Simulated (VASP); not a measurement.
Wanted: the native input for a VASP 6.6.1 run.

```yaml
Task: single point
Functional: PBE
Potentials_or_basis: VASP PAW PBE potentials, release 64 (Sn_d)
Cutoff: 520 eV
k_mesh: 14 × 14 × 8
Occupations: gaussian, width 0.05 eV
Spin: non-collinear spin, zero start, spin-orbit coupling
Starting_moments: "[[0.0, 0.0, 0.0], [0.0, 0.0, 0.0]] μB"
Dipole_correction: no
Further_INCAR_settings: ALGO = Normal; EDIFF = 1e-06; NBANDS = 40
```

The structure of Sn lies in POSCAR:

```
Sn
1.0
    3.3406738380      0.0000000000      0.0000000000
   -1.6703369190      2.8931084094      0.0000000000
    0.0000000000      0.0000000000      5.6870621977
Sn
2
Direct
    0.3333333333      0.6666666667      0.7500000000
    0.6666666667      0.3333333333      0.2500000000
```

This isn't the form of Sn at room conditions, which is tetragonal (white tin).

One way to write it, as run:

INCAR

```
SYSTEM = Sn
ALGO = Normal
EDIFF = 1E-6
ENCUT = 520
GGA = PE
GGA_COMPAT = .FALSE.
ISIF = 2
ISMEAR = 0
LASPH = .TRUE.
LCHARG = .FALSE.
LNONCOLLINEAR = .TRUE.
LORBIT = 11
LORBMOM = .TRUE.
LREAL = .FALSE.
LSORBIT = .TRUE.
LWAVE = .FALSE.
MAGMOM = 0 0 0 0 0 0
NBANDS = 40
NELM = 150
PREC = Accurate
SIGMA = 0.05
```

KPOINTS

```
k-points
0
G
  14 14 8
  0 0 0
```

Potentials or basis: VASP PAW PBE potentials, release 64 (Sn_d).

Command:

```sh
$ cat potpaw_PBE.64/Sn_d/POTCAR > POTCAR
$ mpirun -np 1 vasp_ncl > vasp.out
```

Results of the run:

```
Pressure                                              : 0.4 GPa
Net moment                                            : 0.00 μB per cell
Valence electrons inside the program's atomic spheres : Sn 12.14
```

Run time: 12 min on 1 thread of Oxide Virtual Turin-like Processor, on a shared host, peak memory 0.49 GiB.
